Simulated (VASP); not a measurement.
A run of VASP 6.6.1 is set up as follows.

Contents of INCAR:

```
SYSTEM = Ti
PREC     = Accurate       ! precision mode
ENCUT    = 520            ! plane-wave cutoff, eV
EDIFF    = 1E-6           ! SCF threshold, eV
ISMEAR   = 0              ! smearing method
SIGMA    = 0.15           ! smearing width, eV
LREAL    = .False.        ! projectors in reciprocal space
LASPH    = .True.         ! aspherical terms in the spheres
NELM     = 60             ! most SCF steps
ALGO     = Normal         ! electronic algorithm
ISIF     = 2              ! what is computed and relaxed
LWAVE    = .False.        ! write WAVECAR
LCHARG   = .False.        ! write CHGCAR
GGA      = PS             ! functional
NBANDS   = 12             ! bands
```

The input KPOINTS:

```
regular mesh
0
Gamma
  10 10 10
  0 0 0
```

POSCAR

```
Ti
1.0
    0.0000000000      2.0300000000      1.9691000000
    2.0300000000      0.0000000000      1.9691000000
    2.0300000000      2.0300000000      0.0000000000
Ti
1
Direct
    0.0000000000      0.0000000000      0.0000000000
```

Potentials or basis: VASP PAW PBE potentials, release 64 (Ti_sv).

Command:

```bash
$ cat potpaw_PBE.64/Ti_sv/POTCAR > POTCAR
$ mpirun -np 1 vasp_std > vasp.out
```

Task: What does it give for the pressure?

Result: 3.0 GPa.

Task: Estimate the band gap on the k mesh.

Result: Zero (band 6 reaches 9.67 eV, above the bottom of band 7 at 8.52 eV).

Stress tensor (GPa, compression positive):
```
2.55 0.00 0.00
0.00 2.55 0.00
0.00 0.00 3.80
```

Caveat: the cell differs from its parent crystal (strain +0.000 along x and y, -0.030 along z); the PAW data sets were made with another functional, which shifts forces and pressure a little.
